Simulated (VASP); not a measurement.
Runs of VASP 6.6.1 on Er3O. The structure is that of space group Pm-3m (No. 221), or close to it. The cells are those of the table. The cell was generated, and may not be a known phase.

```csv
task,cell,k mesh,gap on the mesh (eV),pressure (GPa),relaxed volume (Å³/atom)
single point,"a = 4.437 Å, 4 atoms",4 × 4 × 4,none,(a),-
relaxation of cell and atoms,"relaxed from a = 4.552 Å, 4 atoms",10 × 10 × 10,-,0.0,23.53
single point,"a = 4.534 Å, 4 atoms",10 × 10 × 10,none,0.5,-
single point,"a = 4.552 Å, 4 atoms",4 × 4 × 4,none,0.5,-
relaxation of cell and atoms,"relaxed from a = 4.437 Å, 4 atoms",4 × 4 × 4,-,0.0,23.72
```

Alike in all rows: level PBE; potentials or basis VASP PAW PBE potentials, release 64 (Er_3, O), 4f in core; no spin polarisation; cutoff (eV) 600; smearing gaussian 0.1 eV.

Question: Fill in the values left out.

Answer: (a) 4.5.

Caveats: spin-orbit coupling is left out, which moves the levels of the heavy elements; the 4f electrons are frozen in the core, so they carry no moment and show no levels; the run has no spin polarisation, though such a crystal can be magnetic; an odd number of electrons without spin polarisation forces a metal (at least some runs); a magnetic or distorted state may lie lower (at least some runs); the highest band is partly filled, so the run has too few bands (at least some runs); the cell stands under pressure (at least some runs).

A k mesh can miss the band edges, and the runs leave out spin-orbit coupling on Er.

A gap of «none» marks levels without a gap at the run's occupations.
